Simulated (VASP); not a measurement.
Wanted: the native input for a VASP 6.6.1 run.

| Item | Value |
| --- | --- |
| Task | electric field gradients |
| Functional | PBE |
| Potentials or basis | VASP PAW PBE potentials, release 64 (Ca_sv, Se) |
| Cutoff | 520 eV |
| k mesh | 7 × 7 × 7 |
| Occupations | fermi-dirac, width 0.02 eV |
| Spin | no spin polarisation |
| Dipole correction | no |
| Further INCAR settings | ALGO = Normal; EDIFF = 1e-08; NBANDS = 15 |

The structure of CaSe lies in POSCAR:

```
CaSe
1.0
    0.0000000000      2.9560000000      2.9560000000
    2.9560000000      0.0000000000      2.9560000000
    2.9560000000      2.9560000000      0.0000000000
Ca Se
1 1
Direct
    0.0000000000      0.0000000000      0.0000000000
    0.5000000000      0.5000000000      0.5000000000
```

These files were run (other wordings do the same):

INCAR

```
ALGO     = Normal         # electronic algorithm
EDIFF    = 1E-8           # SCF threshold, eV
ENCUT    = 520            # plane-wave cutoff, eV
GGA      = PE             # functional
ISIF     = 2              # what is computed and relaxed
ISMEAR   = -1             # smearing method
LASPH    = T              # aspherical terms in the spheres
LCHARG   = F              # write CHGCAR
LEFG     = T            
LREAL    = F              # projectors in reciprocal space
LWAVE    = F              # write WAVECAR
NBANDS   = 15             # bands
NELM     = 60             # most SCF steps
PREC     = Accurate       # precision mode
SIGMA    = 0.02           # smearing width, eV
```

KPOINTS

```
k-points
0
Gamma
  7 7 7
```

Potentials or basis: VASP PAW PBE potentials, release 64 (Ca_sv, Se).

Run with:

```console
$ cat potpaw_PBE.64/Ca_sv/POTCAR potpaw_PBE.64/Se/POTCAR > POTCAR
$ mpirun -np 1 vasp_std > vasp.out
```

Results of the run:

The pressure is 1.4 GPa. The band gap on the k mesh is 2.08 eV, indirect (least direct gap 2.99 eV).

Caveat: without QUAD_EFG the Cq values of the log hold for a quadrupole moment of 1 mb, not for the nuclei.

It took 41 s on 1 thread of AMD EPYC 7R13, on a shared host, peak memory 0.15 GiB.
